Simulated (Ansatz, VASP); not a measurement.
InSb in VASP and in Ansatz

The input INCAR:

```
PREC = Accurate ; ENCUT = 520
EDIFF = 1E-6 ; ISMEAR = -1
SIGMA = 0.08 ; LREAL = F
LASPH = T ; NELM = 80
ALGO = Normal ; ISIF = 2
LWAVE = F ; LCHARG = T
GGA = PE ; LELF = T
LVHAR = T ; NBANDS = 16
```

Contents of KPOINTS:

```
regular mesh
0
Gamma
  11 11 11
```

Contents of POSCAR:

```
InSb
1.0
    3.5334272913      0.0000000000      0.0000000000
    0.0000000000      3.5334272913      0.0000000000
    0.0000000000      0.0000000000      3.5334272913
In Sb
1 1
Direct
    0.0000000000      0.0000000000      0.0000000000
    0.5000000000      0.5000000000      0.5000000000
```

Input for Ansatz:

```yaml
crystal:
  lattice:
    - [3.5334272913, 0.0, 0.0]
    - [0.0, 3.5334272913, 0.0]
    - [0.0, 0.0, 3.5334272913]
  atoms:
    - { symbol: In, position: [0.0, 0.0, 0.0] }
    - { symbol: Sb, position: [0.5, 0.5, 0.5] }
kpoints:
  mp_grid: { grid: [11, 11, 11] }
scf:
  occupations: { method: fermi_dirac, width: 0.08 }
hamiltonian:
  xc: pbe
  pseudopotentials: { kind: all_electron, lapw: { basis_error: 0.001 } }
output:
  forces: true
  stress: true
  eigenvalues: true
  populations: true
```

Change from the starting cell: volume scaled by 0.8, LAPW.

Alike in both runs: task single point; functional PBE; k mesh 11 × 11 × 11; occupations fermi-dirac, width 0.08 eV; no spin polarisation.

|  | VASP | Ansatz |
| --- | --- | --- |
| version | VASP 6.6.1 | Ansatz 0.2.0 |
| potentials or method | VASP PAW PBE potentials, release 64 (In_d, Sb), cutoff 520 eV | all-electron LAPW, scalar-relativistic |

Ansatz gave:

| Property | Result |
| --- | --- |
| pressure (GPa) | 17.3 |

Task: Estimate VASP's values.

Result: Pressure (GPa): 17.2.

Ansatz ran all-electron here, and VASP with PAW potentials.

Neither program's run includes spin-orbit coupling.
